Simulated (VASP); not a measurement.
Crystal: ZnTe3O.

```xyz
5
Lattice="4.7008 0.0000 0.0000 0.0000 4.7008 0.0000 0.0000 0.0000 4.7222" Properties=species:S:1:pos:R:3 pbc="T T T"
Zn    2.3504    2.3504    2.2761
Te    2.3504    2.3504    0.0756
Te    2.3504    0.0000    2.4320
Te    0.0000    2.3504    2.4320
O     0.0000    0.0000    0.0000
```

The cell was generated, and may not be a known phase.

```yaml
Program: VASP 6.6.1
Task: relaxation of cell and atoms
Functional: PBE
Potentials_or_basis: VASP PAW PBE potentials, release 64 (Zn, Te, O)
Cutoff: 600 eV
k_mesh: 4 × 4 × 4
Occupations: gaussian, width 0.1 eV
Spin: no spin polarisation
```

At the start: pressure 25.0 GPa; volume 20.87 Å³/atom.

Task: How do energy, volume and symmetry change on relaxing?

Result: Over 51 steps the energy falls by 1327.1 meV/atom and the volume is 28.67 Å³/atom (+37.4 %); space group P4mm (No. 99, to 0.1 Å) before and after.

Step by step:
```tsv
step	energy change (eV)	largest force (eV/Å)	pressure (GPa)	volume (Å³)
1	0.0000	4.4448	24.95	104.35
3	-2.2579	1.1370	1.44	137.02
5	-2.2601	1.1770	0.92	138.76
7	-2.3378	0.3453	-0.79	143.81
9	-2.4057	1.3836	1.19	136.68
11	-2.4367	1.5885	1.55	135.56
13	-2.5774	2.6554	3.41	130.62
15	-2.6258	3.4195	4.87	127.60
17	-2.6927	3.4805	5.22	126.84
19	-2.9077	3.6406	7.31	123.45
21	-2.9208	3.7482	8.04	122.57
23	-3.4553	2.3802	7.68	123.66
25	-3.5966	1.5953	8.67	124.59
27	-4.1495	1.6089	2.59	135.15
29	-4.3102	1.6079	-1.72	146.88
31	-4.5828	1.6117	-1.38	144.76
33	-5.4264	1.7848	3.53	134.09
35	-5.8061	1.4480	2.07	137.62
37	-6.1583	0.7659	-0.13	144.99
39	-6.5547	0.6488	-1.00	146.14
41	-6.6045	0.4247	0.95	140.89
43	-6.6264	0.2390	0.05	143.46
45	-6.6294	0.1522	-0.12	143.78
47	-6.6332	0.0814	-0.11	143.62
49	-6.6341	0.0648	0.19	142.89
51	-6.6355	0.0391	0.06	143.34
```

Final structure:
```
Zn Te O
1.0
     4.84599    0.00000    0.00000
     0.00000    4.84599    0.00000
     0.00000    0.00000    6.10378
Zn Te O
1 3 1
Direct
  0.50000 0.50000 0.45478
  0.50000 0.50000 0.03537
  0.50000 0.00000 0.67809
  0.00000 0.50000 0.67809
  0.00000 0.00000 0.68167
```

Caveat: the volume moved by over 15 % at a fixed basis, so the end points are rough.
